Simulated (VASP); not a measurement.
# CuF (P6_3/mmc) in VASP: a series of runs, part 3 of 3

VASP 6.6.1. Earlier steps stand in the parts before.

## (4) Single point, PBE

File INCAR:

```
PREC = Accurate ; ENCUT = 520
EDIFF = 1E-7 ; ISMEAR = 1
SIGMA = 0.001 ; LREAL = False
LASPH = True ; NELM = 80
ALGO = Normal ; ISIF = 2
LWAVE = False ; LCHARG = False
GGA = PE ; NBANDS = 26
```

File KPOINTS:

```
regular mesh
0
Gamma
  9 9 4
```

File POSCAR:

```
CuF
1.0
    2.7625361970      0.0000000000      0.0000000000
   -1.3812680985      2.3924265254      0.0000000000
    0.0000000000      0.0000000000      6.4019833364
Cu F
2 2
Direct
    0.0000000000      0.0000000000      0.0000000000
    0.0000000000      0.0000000000      0.5000000000
    0.3333333333      0.6666666667      0.2500000000
    0.6666666667      0.3333333333      0.7500000000
```

Potentials or basis: VASP PAW PBE potentials, release 64 (Cu, F).

The run is started by

```bash
cat potpaw_PBE.64/Cu/POTCAR potpaw_PBE.64/F/POTCAR > POTCAR
mpirun -np 1 vasp_std > vasp.out
```

OUTCAR:

```text
PREC = Accurate
   ENCUT = 520
   EDIFF = 1E-7
   ISMEAR = 1
   LREAL = False
   LASPH = True
   NELM = 80
   ISIF = 2
   GGA = PE

 ion  position               nearest neighbor table
   1  0.000  0.000  0.000-   3 2.26   4 2.26   3 2.26   4 2.26   4 2.26   3 2.26
   2  0.000  0.000  0.500-   3 2.26   4 2.26   3 2.26   4 2.26   4 2.26   3 2.26
   3  0.333  0.667  0.250-   1 2.26   2 2.26   1 2.26   2 2.26   1 2.26   2 2.26
   4  0.667  0.333  0.750-   1 2.26   2 2.26   1 2.26   2 2.26   1 2.26   2 2.26

  LATTYP: Found a hexagonal cell.
 ALAT       =     2.7625361970
 C/A-ratio  =     2.3174296660

  Lattice vectors:

 A1 = (   2.7625361970,   0.0000000000,   0.0000000000)
 A2 = (  -1.3812680985,   2.3924265254,   0.0000000000)
 A3 = (   0.0000000000,   0.0000000000,   6.4019833364)

Analysis of symmetry for initial positions (statically):
=====================================================================
 Subroutine PRICEL returns:
 Original cell was already a primitive cell.

 Routine SETGRP: Setting up the symmetry group for a
 hexagonal supercell.

 Subroutine GETGRP returns: Found 24 space group operations
 (whereof 12 operations were pure point group operations)
 out of a pool of 24 trial point group operations.

The static configuration has the point symmetry D_3d.
 The point group associated with its full space group is D_6h.

Analysis of symmetry for dynamics (positions and initial velocities):
=====================================================================
 Subroutine PRICEL returns:
 Original cell was already a primitive cell.

 Routine SETGRP: Setting up the symmetry group for a
 hexagonal supercell.

 Subroutine GETGRP returns: Found 24 space group operations
 (whereof 12 operations were pure point group operations)
 out of a pool of 24 trial point group operations.

The dynamic configuration has the point symmetry D_3d.
 The point group associated with its full space group is D_6h.

 Subroutine INISYM returns: Found 24 space group operations
 (whereof 12 operations are pure point group operations),
 and found     1 'primitive' translations

----------------------------------------------------------------------------------------

                                     Primitive cell

  volume of cell :      42.3118

  direct lattice vectors                    reciprocal lattice vectors
     2.762536197  0.000000000  0.000000000     0.361986207  0.208992834  0.000000000
    -1.381268099  2.392426525  0.000000000     0.000000000  0.417985668  0.000000000
     0.000000000  0.000000000  6.401983336     0.000000000  0.000000000  0.156201594

  length of vectors
     2.762536197  2.762536197  6.401983336     0.417985668  0.417985668  0.156201594

  position of ions in fractional coordinates (direct lattice)
     0.000000000  0.000000000  0.000000000
     0.000000000  0.000000000  0.500000000
     0.333333333  0.666666667  0.250000000
     0.666666667  0.333333333  0.750000000

  ion indices of the primitive-cell ions
   primitive index   ion index
                 1           1
                 2           2
                 3           3
                 4           4

[... 21 lines left out ...]
 Subroutine IBZKPT returns following result:
 ===========================================

 Found     36 irreducible k-points:

 Following reciprocal coordinates:
            Coordinates               Weight
  0.000000  0.000000  0.000000      1.000000
  0.111111  0.000000  0.000000      6.000000
  0.222222  0.000000  0.000000      6.000000
  0.333333  0.000000  0.000000      6.000000
  0.444444  0.000000  0.000000      6.000000
  0.111111  0.111111  0.000000      6.000000
[... 16 lines left out ...]
  0.333333  0.222222  0.250000     24.000000
  0.333333  0.333333  0.250000      4.000000
 [... further k-points ...]
   k-points           NKPTS =     36   k-points in BZ     NKDIM =     36   number of bands    NBANDS=     26
   number of dos      NEDOS =    301   number of ions     NIONS =      4
   total plane-waves  NPLWV =  27648
   dimension x,y,z NGX =    24 NGY =   24 NGZ =   48
   dimension x,y,z NGXF=    48 NGYF=   48 NGZF=   96
   ions per type =               2   2
   NGX,Y,Z   is equivalent  to a cutoff of  14.44, 14.44, 12.46 a.u.
   NGXF,Y,Z  is equivalent  to a cutoff of  28.89, 28.89, 24.93 a.u.
 SYSTEM =  unknown system
   PREC   = accura    normal or accurate (medium, high low for compatibility)
   ISTART =      0    job   : 0-new  1-cont  2-samecut
   ICHARG =      2    charge: 1-file 2-atom 10-const
   ISPIN  =      1    spin polarized calculation?
   LNONCOLLINEAR =      F non collinear calculations
   LSORBIT =      F    spin-orbit coupling
   LASPH  =      T    aspherical Exc in radial PAW
   ENCUT  =  520.0 eV  38.22 Ry    6.18 a.u.   5.14  5.14 11.90*2*pi/ulx,y,z
   NELM   =     80;   NELMIN=  2; NELMDL= -5     # of ELM steps
   EDIFF  = 0.1E-06   stopping-criterion for ELM
   LREAL  =      F    real-space projection
   EDIFFG = 0.1E-05   stopping-criterion for IOM
   NSW    =      0    number of steps for IOM
   IBRION =     -1    ionic relax: 0-MD 1-quasi-New 2-CG
   NFREE  =      0    steps in history (QN), initial steepest desc. (CG)
   ISIF   =      2    stress and relaxation
   ISYM   =      2    0-nonsym 1-usesym 2-fastsym
   POTIM  = 0.5000    time-step for ionic-motion
   TEBEG  =    0.0;   TEEND  =   0.0 temperature during run
   PSTRESS=    0.0 pullay stress
   NELECT =      36.0000    total number of electrons
   NUPDOWN=      -1.0000    fix difference up-down
   EMIN   =  10.00;   EMAX   =-10.00  energy-range for DOS
   EFERMI =   0.00;   METHOD = LEGACY
   ISMEAR =     1;   SIGMA  =   0.00  broadening in eV -4-tet -1-fermi 0-gaus
   EFERMI_NEDOS =   21; number of points for ismear=-14 and -15
   IALGO  =     38    algorithm
   IMIX   =      4    mixing-type and parameters
     AMIX     =   0.40;   BMIX     =  1.00
     AMIX_MAG =   1.60;   BMIX_MAG =  1.00
  volume/ion in A,a.u.               =      10.58        71.38
  Fermi-wavevector in a.u.,A,eV,Ry     =   1.551274  2.931484 32.741770  2.406452
  Thomas-Fermi vector in A             =   2.655817
   LORBIT       =      0    0 simple, 1 ext, 2 COOP (PROOUT), +10 PAW based schemes
   GGA     = PE    functional components
   LHFCALC =     F    Hartree Fock is set to
   AEXX    =    0.0000 exact exchange contribution
   IVDW    =     0    specifies the selected vdW correction
   LEPSILON=     F    determine dielectric tensor
   LRPA    =     F    only Hartree local field effects (RPA)
 non-spin polarized calculation
 Methfessel and Paxton  Order N= 1 SIGMA  =   0.00
  energy-cutoff  :      520.00
  volume of cell :       42.31
 maximum number of plane-waves:      1152
 NGX is ok and might be reduce to    24
   NGX = 11   NGY = 11   NGZ = 23

 number of electron      35.9999993 magnetization

 Free energy of the ion-electron system (eV)
  ---------------------------------------------------
  ext. energy  EPLUGINS =         0.00000000
  ---------------------------------------------------
  free energy    TOTEN  =       -14.24466777 eV

  energy without entropy =      -14.24466662  energy(sigma->0) =      -14.24466739

 E-fermi :   4.8111     XC(G=0): -11.6410

 val. band max:        4.8101644226   @ k =   0.4444   0.1111   0.0000
 cond. band min:       4.8115036255   @ k =   0.4444   0.0000   0.0000
 fundamental gap:      0.0013392029
 Fermi energy:         4.8110518255

 k-point     1 :       0.0000    0.0000    0.0000
  band No.  band energies     occupation
      1     -19.4515      2.00000
      2     -19.2785      2.00000
      3      -3.5334      2.00000
      4      -1.0574      2.00000
      5       0.3711      2.00000
      6       0.3711      2.00000
[... 685 lines left out ...]
     25      16.7506      0.00000
     26      19.1024      0.00000

 [... further k-points ...]

------------------------ aborting loop because EDIFF is reached ----------------------------------------

  FORCE on cell =-STRESS in cart. coord.  units (eV):
  Direction    XX          YY          ZZ          XY          YZ          ZX
  --------------------------------------------------------------------------------------
  -------------------------------------------------------------------------------------
  Total        1.3804235      1.3804235      2.1545262      0.0000000      0.0000000      0.0000000
  in kB       52.2711202     52.2711202     81.5832922      0.0000000      0.0000000      0.0000000
  external PRESSURE =      62.0418442 kB  Pullay stress =       0.0000000 kB

 VOLUME and BASIS-vectors are now :
 -----------------------------------------------------------------------------
  energy-cutoff  :      520.00
  volume of cell :       42.31
      direct lattice vectors                 reciprocal lattice vectors
     2.762536197  0.000000000  0.000000000     0.361986207  0.208992834  0.000000000
    -1.381268099  2.392426525  0.000000000     0.000000000  0.417985668  0.000000000
     0.000000000  0.000000000  6.401983336     0.000000000  0.000000000  0.156201594

 POSITION                                       TOTAL-FORCE (eV/Angst)
 -----------------------------------------------------------------------------------
      0.00000      0.00000      0.00000        -0.000000      0.000000     -0.000000
      0.00000      0.00000      3.20099        -0.000000      0.000000     -0.000000
     -0.00000      1.59495      1.60050         0.000000     -0.000000      0.000000
      1.38127      0.79748      4.80149        -0.000000      0.000000      0.000000
 -----------------------------------------------------------------------------------
    total drift:                               -0.000000      0.000000      0.000000

  FREE ENERGIE OF THE ION-ELECTRON SYSTEM (eV)
  ---------------------------------------------------
  free  energy   TOTEN  =       -14.2446677720 eV

  energy  without entropy=      -14.2446666181  energy(sigma->0) =      -14.24466739
```

stdout:

```text
POSCAR found type information on POSCAR CuF
 POSCAR found :  2 types and       4 ions
 scaLAPACK will be used
 LDA part: xc-table for (Slater+PW92), standard interpolation
 POSCAR, INCAR and KPOINTS ok, starting setup
 FFT: planning ... GRIDC
 FFT: planning ... GRID_SOFT
 FFT: planning ... GRID
 WAVECAR not read
 entering main loop
```

It took 1.8 min on 1 thread of AMD EPYC 7R13, shared host; peak memory 0.15 GiB.

What came out:

| Property | Result |
| --- | --- |
| Free energy | -14.2447 eV |
| Pressure | 6.2 GPa |
| Band gap on the k mesh | zero (band 18 reaches 4.83 eV, above the bottom of band 19 at 4.41 eV) |

Caveat: semilocal functionals often make such compounds metallic where correlation or magnetic order opens a gap, which also shifts bond lengths. With open d or f shells a metallic result of PBE can be an artefact of self-interaction; +U or a hybrid may open a gap.

## (5) Single point, PBE+D4

File INCAR:

```
SYSTEM = CuF
ALGO = Normal
EDIFF = 1E-6
ENCUT = 520
GGA = PE
ISIF = 2
ISMEAR = -1
IVDW = 13
LASPH = .True.
LCHARG = .False.
LREAL = .False.
LWAVE = .False.
NBANDS = 26
NELM = 100
PREC = Accurate
SIGMA = 0.02
```

File KPOINTS:

```
k-points
0
Gamma
  9 9 4
  0 0 0
```

POSCAR is that of step 4.

The run is started by

```bash
cat potpaw_PBE.64/Cu/POTCAR potpaw_PBE.64/F/POTCAR > POTCAR
mpirun -np 1 vasp_std > vasp.out
```

Wall time 83 s (1 thread of AMD EPYC 7R13, shared host); peak memory 0.15 GiB.

The run converged. Its results:

* Free energy: -15.3057 eV
* Pressure: 3.0 GPa
* Band gap on the k mesh: zero (band 18 reaches 4.83 eV, above the bottom of band 19 at 4.41 eV)
* Dispersion energy per atom: -0.265 eV

Stress tensor (GPa, compression positive):
```
1.94 0.00 0.00
0.00 1.94 0.00
0.00 0.00 5.05
```

Levels at points of the mesh, in eV from the Fermi level:
| k point | band 14 | band 15 | band 16 | band 17 | band 18 | band 19 | band 20 | band 21 | band 22 | band 23 |
| --- | --- | --- | --- | --- | --- | --- | --- | --- | --- | --- |
| (0.00, 0.00, 0.00) | -1.17 | -0.78 | -0.66 | -0.66 | -0.37 | -0.37 | 3.26 | 5.37 | 12.83 | 14.19 |
| (0.00, 0.00, 0.50) | -1.22 | -0.54 | -0.54 | -0.54 | -0.54 | 0.60 | 0.60 | 8.63 | 8.63 | 19.11 |

Caveat: semilocal functionals often make such compounds metallic where correlation or magnetic order opens a gap, which also shifts bond lengths; pairwise dispersion overbinds metals, which lowers pressure and volume. With open d or f shells a metallic result of PBE can be an artefact of self-interaction; +U or a hybrid may open a gap.

## (6) Overview

```csv
level,k mesh,smearing,gap on the mesh (eV),pressure (GPa)
PBE,4 × 4 × 4,fermi-dirac 0.02 eV,none,6.2
PBE,9 × 9 × 4,fermi-dirac 0.02 eV,none,6.2
PBE,9 × 9 × 4,methfessel-paxton 0.001 eV,none,6.2
PBE+D4,9 × 9 × 4,fermi-dirac 0.02 eV,none,3.0
```

Alike in all rows: task single point; potentials or basis VASP PAW PBE potentials, release 64 (Cu, F); no spin polarisation; cell as given; cutoff (eV) 520.

Caveats: some runs use coarse meshes; semilocal functionals often make such compounds metallic where correlation or magnetic order opens a gap, which also shifts bond lengths; pairwise dispersion overbinds metals, which lowers pressure and volume (some runs).

Absolute energies hang on the potentials; compare differences alone.
